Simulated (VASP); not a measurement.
# SnO (Cmce) in VASP: a series of runs

Runs on SnO. Level: PBE+D3(BJ). Tasks: single point.

Everything below comes from runs of VASP 6.6.1. Logs are shortened: lines on timing, memory, paths and dates and some standing lists are left out, and cuts for length are marked.

### 1 The cell of the first run

The typed cell holds 8 atoms: a = 3.759 Å, b = 3.759 Å, c = 9.640 Å, α = 90.00°, β = 90.00°, γ = 90.00°.

### 2 Single point, PBE+D3(BJ) (biaxial strain in the a-b plane: -2.0 %, then relaxed in part)

Contents of INCAR:

```
ALGO     = Normal         # electronic algorithm
EDIFF    = 1E-7           # SCF threshold, eV
ENCUT    = 520            # plane-wave cutoff, eV
GGA      = PE             # functional
ISIF     = 2              # what is computed and relaxed
ISMEAR   = 0              # smearing method
IVDW     = 12             # dispersion correction
LASPH    = True           # aspherical terms in the spheres
LCHARG   = False          # write CHGCAR
LREAL    = False          # projectors in reciprocal space
LWAVE    = False          # write WAVECAR
NBANDS   = 50             # bands
NELM     = 100            # most SCF steps
PREC     = Accurate       # precision mode
SIGMA    = 0.1            # smearing width, eV
```

Contents of KPOINTS:

```
k-points
0
Gamma
  10 10 4
```

Contents of POSCAR:

```
SnO
1.0
    2.6582564952     -2.6582491066      0.0000000000
    2.6582564952      2.6582491066      0.0000000000
    0.0000000000      0.0000000000      9.6403146759
Sn O
4 4
Direct
   -0.0001120274      0.0001120274      0.0014470245
    0.0001120274     -0.0001120274      0.5014470245
    0.5001120274      0.4998879726      0.2555529754
    0.4998879726      0.5001120274      0.7555529754
    1.0001161821      0.4998838179      0.3785000000
   -0.0001161821      0.5001161821      0.8785000000
    0.5001161821     -0.0001161821      0.3785000000
    0.4998838179      1.0001161821      0.8785000000
```

Potentials or basis: VASP PAW PBE potentials, release 64 (Sn_d, O).

On the command line:

```sh
$ cat potpaw_PBE.64/Sn_d/POTCAR potpaw_PBE.64/O/POTCAR > POTCAR
$ mpirun -np 1 vasp_std > vasp.out
```

OUTCAR:

```text
EDIFF = 1E-7
   ENCUT = 520
   GGA = PE
   ISIF = 2
   ISMEAR = 0
   IVDW = 12
   LASPH = True
   LREAL = False
   NELM = 100
   PREC = Accurate
 IVDW          = 12

 ion  position               nearest neighbor table
   1  1.000  0.000  0.001-   6 2.22   8 2.22   6 2.22   8 2.22   4 3.56   4 3.56   4 3.56   4 3.56
                             3 3.61   3 3.61   3 3.61   3 3.62
   2  0.000  1.000  0.501-   5 2.22   7 2.22   7 2.22   5 2.22   3 3.56   3 3.56   3 3.56   3 3.56
                             4 3.61   4 3.61   4 3.61   4 3.62
   3  0.500  0.500  0.256-   5 2.22   7 2.22   5 2.22   7 2.22   2 3.56   2 3.56   2 3.56   2 3.56
                             1 3.61   1 3.61   1 3.61   1 3.62
   4  0.500  0.500  0.756-   6 2.22   8 2.22   8 2.22   6 2.22   1 3.56   1 3.56   1 3.56   1 3.56
                             2 3.61   2 3.61   2 3.61   2 3.62
   5  0.000  0.500  0.379-   2 2.22   3 2.22   2 2.22   3 2.22
   6  1.000  0.500  0.879-   1 2.22   4 2.22   1 2.22   4 2.22
   7  0.500  1.000  0.379-   2 2.22   3 2.22   2 2.22   3 2.22
   8  0.500  0.000  0.879-   1 2.22   4 2.22   1 2.22   4 2.22

  LATTYP: Found a simple tetragonal cell.
 ALAT       =     3.7593371633
 C/A-ratio  =     2.5643655403

  Lattice vectors:

 A1 = (   2.6582564952,  -2.6582491066,   0.0000000000)
 A2 = (   2.6582564952,   2.6582491066,   0.0000000000)
 A3 = (   0.0000000000,   0.0000000000,   9.6403146759)

Analysis of symmetry for initial positions (statically):
=====================================================================
 Subroutine PRICEL returns:
 Original cell was already a primitive cell.

 Routine SETGRP: Setting up the symmetry group for a
 simple tetragonal supercell.

 Subroutine GETGRP returns: Found  8 space group operations
 (whereof  2 operations were pure point group operations)
 out of a pool of 16 trial point group operations.

The static configuration has the point symmetry C_1h.
 The point group associated with its full space group is D_2h.

Analysis of symmetry for dynamics (positions and initial velocities):
=====================================================================
 Subroutine PRICEL returns:
 Original cell was already a primitive cell.

 Routine SETGRP: Setting up the symmetry group for a
 simple tetragonal supercell.

 Subroutine GETGRP returns: Found  8 space group operations
 (whereof  2 operations were pure point group operations)
 out of a pool of 16 trial point group operations.

The dynamic configuration has the point symmetry C_1h.
 The point group associated with its full space group is D_2h.

 Subroutine INISYM returns: Found  8 space group operations
 (whereof  2 operations are pure point group operations),
 and found     1 'primitive' translations

----------------------------------------------------------------------------------------

                                     Primitive cell

  volume of cell :     136.2429

  direct lattice vectors                    reciprocal lattice vectors
     2.658256495 -2.658249107  0.000000000     0.188093211 -0.188093734  0.000000000
     2.658256495  2.658249107  0.000000000     0.188093211  0.188093734  0.000000000
     0.000000000  0.000000000  9.640314676     0.000000000  0.000000000  0.103731054

  length of vectors
     3.759337163  3.759337163  9.640314676     0.266004340  0.266004340  0.103731054

  position of ions in fractional coordinates (direct lattice)
     0.999887973  0.000112027  0.001447025
     0.000112027  0.999887973  0.501447025
     0.500112027  0.499887973  0.255552975
     0.499887973  0.500112027  0.755552975
     0.000116182  0.499883818  0.378500000
     0.999883818  0.500116182  0.878500000
     0.500116182  0.999883818  0.378500000
     0.499883818  0.000116182  0.878500000

  ion indices of the primitive-cell ions
   primitive index   ion index
                 1           1
                 2           2
                 3           3
                 4           4
                 5           5
                 6           6
                 7           7
                 8           8

----------------------------------------------------------------------------------------

 KPOINTS: k-points

Automatic generation of k-mesh.
 Grid dimensions read from file:
 generate k-points for:   10   10    4

 Generating k-lattice:

  Cartesian coordinates                     Fractional coordinates (reciprocal lattice)
     0.018809321 -0.018809373  0.000000000     0.100000000  0.000000000  0.000000000
     0.018809321  0.018809373  0.000000000     0.000000000  0.100000000  0.000000000
     0.000000000  0.000000000  0.025932763     0.000000000  0.000000000  0.250000000

  Length of vectors
     0.026600434  0.026600434  0.025932763

  Shift w.r.t. Gamma in fractional coordinates (k-lattice)
     0.000000000  0.000000000  0.000000000

 Subroutine IBZKPT returns following result:
 ===========================================

 Found     93 irreducible k-points:

 Following reciprocal coordinates:
            Coordinates               Weight
  0.000000  0.000000  0.000000      1.000000
  0.100000  0.000000  0.000000      4.000000
  0.200000  0.000000  0.000000      4.000000
  0.300000  0.000000  0.000000      4.000000
  0.400000  0.000000  0.000000      4.000000
  0.500000 -0.000000  0.000000      2.000000
[... 16 lines left out ...]
  0.300000  0.300000  0.000000      2.000000
 -0.300000  0.300000  0.000000      2.000000
 [... further k-points ...]
   k-points           NKPTS =     93   k-points in BZ     NKDIM =     93   number of bands    NBANDS=     50
   number of dos      NEDOS =    301   number of ions     NIONS =      8
   total plane-waves  NPLWV =  56448
   dimension x,y,z NGX =    28 NGY =   28 NGZ =   72
   dimension x,y,z NGXF=    56 NGYF=   56 NGZF=  144
   ions per type =               4   4
   NGX,Y,Z   is equivalent  to a cutoff of  12.38, 12.38, 12.42 a.u.
   NGXF,Y,Z  is equivalent  to a cutoff of  24.76, 24.76, 24.83 a.u.
 SYSTEM =  unknown system
   PREC   = accura    normal or accurate (medium, high low for compatibility)
   ISTART =      0    job   : 0-new  1-cont  2-samecut
   ICHARG =      2    charge: 1-file 2-atom 10-const
   ISPIN  =      1    spin polarized calculation?
   LNONCOLLINEAR =      F non collinear calculations
   LSORBIT =      F    spin-orbit coupling
   LASPH  =      T    aspherical Exc in radial PAW
   ENCUT  =  520.0 eV  38.22 Ry    6.18 a.u.   6.99  6.99 17.92*2*pi/ulx,y,z
   NELM   =    100;   NELMIN=  2; NELMDL= -5     # of ELM steps
   EDIFF  = 0.1E-06   stopping-criterion for ELM
   LREAL  =      F    real-space projection
   EDIFFG = 0.1E-05   stopping-criterion for IOM
   NSW    =      0    number of steps for IOM
   IBRION =     -1    ionic relax: 0-MD 1-quasi-New 2-CG
   NFREE  =      0    steps in history (QN), initial steepest desc. (CG)
   ISIF   =      2    stress and relaxation
   ISYM   =      2    0-nonsym 1-usesym 2-fastsym
   POTIM  = 0.5000    time-step for ionic-motion
   TEBEG  =    0.0;   TEEND  =   0.0 temperature during run
   PSTRESS=    0.0 pullay stress
   NELECT =      80.0000    total number of electrons
   NUPDOWN=      -1.0000    fix difference up-down
   EMIN   =  10.00;   EMAX   =-10.00  energy-range for DOS
   EFERMI =   0.00;   METHOD = LEGACY
   ISMEAR =     0;   SIGMA  =   0.10  broadening in eV -4-tet -1-fermi 0-gaus
   EFERMI_NEDOS =   21; number of points for ismear=-14 and -15
   IALGO  =     38    algorithm
   IMIX   =      4    mixing-type and parameters
     AMIX     =   0.40;   BMIX     =  1.00
     AMIX_MAG =   1.60;   BMIX_MAG =  1.00
  volume/ion in A,a.u.               =      17.03       114.93
  Fermi-wavevector in a.u.,A,eV,Ry     =   1.370883  2.590592 25.569686  1.879319
  Thomas-Fermi vector in A             =   2.496629
   LORBIT       =      0    0 simple, 1 ext, 2 COOP (PROOUT), +10 PAW based schemes
   GGA     = PE    functional components
   LHFCALC =     F    Hartree Fock is set to
   AEXX    =    0.0000 exact exchange contribution
   IVDW    =    12    specifies the selected vdW correction
   LEPSILON=     F    determine dielectric tensor
   LRPA    =     F    only Hartree local field effects (RPA)
 non-spin polarized calculation
 Gauss-broadening in eV      SIGMA  =   0.10
  energy-cutoff  :      520.00
  volume of cell :      136.24
 maximum number of plane-waves:      3708
   NGX = 13   NGY = 13   NGZ = 35

 number of electron      80.0000033 magnetization

 Free energy of the ion-electron system (eV)
  ---------------------------------------------------
  ext. energy  EPLUGINS =         0.00000000
  ---------------------------------------------------
  free energy    TOTEN  =       -45.25787003 eV

  energy without entropy =      -45.25569086  energy(sigma->0) =      -45.25678044

 E-fermi :   7.6419     XC(G=0): -10.4218

 val. band max:        7.6264076427   @ k =   0.1000   0.1000   0.0000
 cond. band min:       7.6640498613   @ k =   0.1000   0.0000   0.0000
 fundamental gap:      0.0376422186
 Fermi energy:         7.6418694222

 k-point     1 :       0.0000    0.0000    0.0000
  band No.  band energies     occupation
      1     -14.5438      2.00000
      2     -14.5216      2.00000
      3     -14.1458      2.00000
      4     -14.1230      2.00000
      5     -14.1141      2.00000
      6     -14.1141      2.00000
[... 42 lines left out ...]
     49      13.3276      0.00000
     50      13.3276      0.00000

 k-point     2 :       0.1000    0.0000    0.0000
  band No.  band energies     occupation
      1     -14.5384      2.00000
      2     -14.5186      2.00000
      3     -14.1438      2.00000
      4     -14.1207      2.00000
      5     -14.1132      2.00000
      6     -14.1111      2.00000
[... 1158 lines left out ...]
 k-point    24 :      -0.3000    0.3000    0.0000
  band No.  band energies     occupation
      1     -14.5001      2.00000
      2     -14.4852      2.00000
      3     -14.3833      2.00000
      4     -14.3778      2.00000
      5     -14.1029      2.00000
      6     -14.1000      2.00000
[... 42 lines left out ...]
     49      13.0112      0.00000
     50      14.4589      0.00000

 [... further k-points ...]

------------------------ aborting loop because EDIFF is reached ----------------------------------------

 Edisp (eV)   -1.93312

 E8    (eV) :    -0.8381

  FORCE on cell =-STRESS in cart. coord.  units (eV):
  Direction    XX          YY          ZZ          XY          YZ          ZX
  --------------------------------------------------------------------------------------
  -------------------------------------------------------------------------------------
  Total       3.25616     3.25657     0.22550     0.00000    -0.00000     0.00000
  in kB      38.29149    38.29632     2.65187     0.00000    -0.00000     0.00000
  external pressure =       26.41 kB  Pullay stress =        0.00 kB

 VOLUME and BASIS-vectors are now :
 -----------------------------------------------------------------------------
  energy-cutoff  :      520.00
  volume of cell :      136.24
      direct lattice vectors                 reciprocal lattice vectors
     2.658256495 -2.658249107  0.000000000     0.188093211 -0.188093734  0.000000000
     2.658256495  2.658249107  0.000000000     0.188093211  0.188093734  0.000000000
     0.000000000  0.000000000  9.640314676     0.000000000  0.000000000  0.103731054

 POSITION                                       TOTAL-FORCE (eV/Angst)
 -----------------------------------------------------------------------------------
      2.65826     -2.65765      0.01395         0.000000     -0.000456      0.084065
      2.65826      2.65765      4.83411         0.000000      0.000456      0.084065
      2.65826     -0.00060      2.46361         0.000000      0.000456     -0.084065
      2.65826      0.00060      7.28377         0.000000     -0.000456     -0.084065
      1.32913      1.32851      3.64886         0.000000      0.000408     -0.000000
      3.98738     -1.32851      8.46902         0.000000     -0.000408     -0.000000
      3.98738      1.32851      3.64886         0.000000      0.000408     -0.000000
      1.32913     -1.32851      8.46902         0.000000     -0.000408     -0.000000
 -----------------------------------------------------------------------------------
    total drift:                                0.000000     -0.000000      0.000001

  FREE ENERGIE OF THE ION-ELECTRON SYSTEM (eV)
  ---------------------------------------------------
  free  energy   TOTEN  =       -47.1909896943 eV

  energy  without entropy=      -47.1888105191  energy(sigma->0) =      -47.18990011
```

It took 5.7 min on 1 thread of Intel Xeon 6975P-C (Granite Rapids), shared host; peak memory 0.55 GiB.

What came out:

- Free energy: -47.1910 eV
- Pressure: 2.6 GPa
- Largest force: 0.084 eV/Å
- Band gap on the k mesh: zero (band 40 reaches 7.69 eV, above the bottom of band 41 at 7.33 eV)
- Dispersion energy per atom: -0.242 eV

Forces in eV/Å, atoms in the order of the input:
```
Sn   0.000  0.000  0.084
Sn   0.000  0.000  0.084
Sn   0.000  0.000 -0.084
Sn   0.000  0.000 -0.084
O    0.000  0.000  0.000
O    0.000  0.000  0.000
O    0.000  0.000  0.000
O    0.000  0.000  0.000
```

Stress tensor (GPa, compression positive):
```
3.83 0.00 0.00
0.00 3.83 0.00
0.00 0.00 0.27
```

Levels at points of the mesh, in eV from the Fermi level:
```
           k point  band 38  band 39  band 40  band 41  band 42  band 43
(0.00, 0.00, 0.00)    -3.12    -2.59     0.05     1.88     2.24     2.69
(0.50, 0.00, 0.00)    -3.05    -1.98    -1.98     2.49     2.49     3.11
(0.50, 0.50, 0.00)    -2.53    -2.13    -2.13    -0.31    -0.31     2.00
(0.00, 0.00, 0.50)    -3.19    -0.68    -0.68     1.81     1.81     3.29
(0.50, 0.00, 0.50)    -2.48    -2.48    -2.48     2.79     2.79     2.79
(0.50, 0.50, 0.50)    -2.53    -2.53    -2.53     0.59     0.59     0.59
```

Caveat: the cell differs from its parent crystal (biaxial strain in the a-b plane: -2.0 %, then relaxed in part); spin-orbit coupling is left out, which moves the levels of the heavy elements; pairwise dispersion overbinds metals, which lowers pressure and volume.

### 3 Single point, PBE+D3(BJ) (biaxial strain in the a-b plane: -1.0 %)

Contents of INCAR:

```
PREC     = Accurate       # precision mode
ENCUT    = 520            # plane-wave cutoff, eV
EDIFF    = 1E-6           # SCF threshold, eV
ISMEAR   = 0              # smearing method
SIGMA    = 0.1            # smearing width, eV
LREAL    = F              # projectors in reciprocal space
LASPH    = T              # aspherical terms in the spheres
NELM     = 80             # most SCF steps
ALGO     = Normal         # electronic algorithm
ISIF     = 2              # what is computed and relaxed
LWAVE    = F              # write WAVECAR
LCHARG   = F              # write CHGCAR
GGA      = PE             # functional
IVDW     = 12             # dispersion correction
NBANDS   = 50             # bands
```

Contents of KPOINTS:

```
Automatic mesh
0
Gamma
  10 10 4
```

Contents of POSCAR:

```
SnO
1.0
    2.6853815615     -2.6853740975      0.0000000000
    2.6853815615      2.6853740975      0.0000000000
    0.0000000000      0.0000000000      9.5749596576
Sn O
4 4
Direct
   -0.0001094899      0.0001094899      0.0002320635
    0.0001094899     -0.0001094899      0.5002320635
    0.5001267851      0.4998732149      0.2567722140
    0.4998732149      0.5001267851      0.7567722140
    1.0001760648      0.4998148992      0.3784978612
   -0.0001760648      0.5001851008      0.8784978612
    0.5001851008     -0.0001760648      0.3784978612
    0.4998148992      1.0001760648      0.8784978612
```

Potentials or basis: VASP PAW PBE potentials, release 64 (Sn_d, O).

On the command line:

```sh
$ cat potpaw_PBE.64/Sn_d/POTCAR potpaw_PBE.64/O/POTCAR > POTCAR
$ mpirun -np 1 vasp_std > vasp.out
```

Run time: 5.3 min. Hardware: 1 thread of Intel Xeon 6975P-C (Granite Rapids), shared host; peak memory 0.54 GiB.

Results (log left out):

```yaml
Free_energy: -47.2361 eV
Pressure: 1.8 GPa
Largest_force: 0.203 eV/Å
Band_gap_on_the_k_mesh: zero (band 40 reaches 7.40 eV, above the bottom of band 41 at 7.26 eV)
Dispersion_energy_per_atom: -0.238 eV
```

Forces in eV/Å, atoms in the order of the input:
```
Sn   0.000  0.001  0.203
Sn   0.000 -0.001  0.203
Sn   0.000  0.000 -0.203
Sn   0.000  0.000 -0.203
O    0.000  0.002  0.000
O    0.000 -0.002  0.000
O    0.000  0.002  0.000
O    0.000 -0.002  0.000
```

Stress tensor (GPa, compression positive):
```
2.33 0.00 0.00
0.00 2.33 0.00
0.00 0.00 0.82
```

Levels at points of the mesh, in eV from the Fermi level:
```
           k point  band 38  band 39  band 40  band 41  band 42  band 43
(0.00, 0.00, 0.00)    -3.10    -2.37    -0.03     1.71     2.13     2.74
(0.50, 0.00, 0.00)    -2.89    -1.87    -1.87     2.56     2.56     3.17
(0.50, 0.50, 0.00)    -2.55    -2.02    -2.02    -0.17    -0.17     2.15
(0.00, 0.00, 0.50)    -3.22    -0.66    -0.66     1.67     1.67     3.34
(0.50, 0.00, 0.50)    -2.34    -2.34    -2.34     2.85     2.85     2.85
(0.50, 0.50, 0.50)    -2.48    -2.48    -2.48     0.74     0.74     0.74
```

Caveat: the cell differs from its parent crystal (biaxial strain in the a-b plane: -1.0 %); spin-orbit coupling is left out, which moves the levels of the heavy elements; pairwise dispersion overbinds metals, which lowers pressure and volume.
